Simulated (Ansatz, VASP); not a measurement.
## One calculation of SiNi, two programs

```
Si Ni
1.0
     4.37877    0.00000    0.00000
     0.00000    4.37877    0.00000
     0.00000    0.00000    4.37877
Si Ni
4 4
Direct
  0.84701 0.84701 0.84701
  0.65299 0.15299 0.34701
  0.34701 0.65299 0.15299
  0.15299 0.34701 0.65299
  0.15013 0.15013 0.15013
  0.34987 0.84987 0.65013
  0.65013 0.34987 0.84987
  0.84987 0.65013 0.34987
```

Alike in both runs: functional PBE; k mesh 8 × 8 × 8; occupations gaussian, width 0.1 eV; no spin polarisation.

Ansatz relaxed the structure, and its values are those at the end. VASP's run is a single point on that final structure, the one shown.

```csv
,VASP,Ansatz
version,VASP 6.6.1,Ansatz 0.2.0
potentials or method,"VASP PAW PBE potentials, release 64 (Si, Ni), cutoff 520 eV","scalar-relativistic, plane waves, PAW"
valence electrons in the cell,56,88
```

|  | VASP | Ansatz | Ansatz less VASP |
| --- | --- | --- | --- |
| gap on the k mesh at the Fermi level (eV) | none | none | - |
| pressure (GPa) | 21.2 | 21.3 | +0.06 |

A gap of «none» marks a metal or a gap that the smearing closes. With one functional, cell and mesh, what is left measures potentials, basis and numerics. VASP's potentials hold 56 valence electrons a cell and Ansatz's 88, so a difference there can come from the potentials and not from the codes. Ansatz's warnings: stress scf threshold loose.
